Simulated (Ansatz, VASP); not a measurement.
**NaF: VASP beside Ansatz**

POSCAR

```
NaF
1.0
    0.0000000000      2.1287476179      2.7673719033
    2.1287476179      0.0000000000      2.7673719033
    2.1287476179      2.1287476179      0.0000000000
Na F
1 1
Direct
    0.0000000000      0.0000000000      0.0000000000
    0.5000000000      0.5000000000      0.5000000000
```

The input INCAR.step1:

```
SYSTEM = NaF
  PREC = Accurate
  ENCUT = 520
  ISMEAR = 0
  SIGMA = 0.05
  LREAL = .FALSE.
  LASPH = .TRUE.
  NELM = 80
  NBANDS = 14
  GGA = PE
  ALGO = Normal
  EDIFF = 1E-4
  LWAVE = .TRUE.
  LCHARG = .FALSE.
```

The input INCAR.step2:

```
SYSTEM = NaF
  PREC = Accurate
  ENCUT = 520
  EDIFF = 1E-6
  ISMEAR = 0
  SIGMA = 0.05
  LREAL = .FALSE.
  LASPH = .TRUE.
  NELM = 80
  ALGO = Normal
  ISIF = 2
  LWAVE = .FALSE.
  LCHARG = .FALSE.
  METAGGA = R2SCAN
  LMIXTAU = .TRUE.
  NBANDS = 14
  ISTART = 1
```

KPOINTS

```
regular mesh
0
G
  10 10 10
  0 0 0
```

Input for Ansatz:

```yaml
crystal:
  lattice:
    - [0.0, 2.1287476179, 2.7673719033]
    - [2.1287476179, 0.0, 2.7673719033]
    - [2.1287476179, 2.1287476179, 0.0]
  atoms:
    - { symbol: Na, position: [0.0, 0.0, 0.0] }
    - { symbol: F, position: [0.5, 0.5, 0.5] }
basis:
  ecutwfc: 500
kpoints:
  mp_grid: { grid: [10, 10, 10] }
hamiltonian:
  xc: r2scan
scf:
  occupations: { method: gaussian, width: 0.05 }
output:
  forces: true
  stress: true
  eigenvalues: true
```

Alike in both runs: task single point; functional r2SCAN; k mesh 10 × 10 × 10; occupations gaussian, width 0.05 eV; no spin polarisation.

```csv
,VASP,Ansatz
version,VASP 6.6.1,Ansatz 0.2.0
potentials or method,"VASP PAW PBE potentials, release 64 (Na_pv, F), cutoff 520 eV","scalar-relativistic, plane waves, PAW"
valence electrons in the cell,14,16
```

```csv
,VASP,Ansatz,Ansatz less VASP
gap on the k mesh at the Fermi level (eV),6.90,6.90,+0.002
least direct gap on the mesh (eV),6.90,6.90,+0.002
pressure (GPa),5.6,5.9,+0.29
"traceless stress, the component that is largest in VASP (GPa)",-11.54,-11.38,+0.163
```

VASP's potentials were made for PBE, not for r2SCAN. The functional is the same, so the differences come from potentials, cutoffs and numerics. VASP's potentials hold 14 valence electrons a cell and Ansatz's 16, so a difference there can come from the potentials and not from the codes.
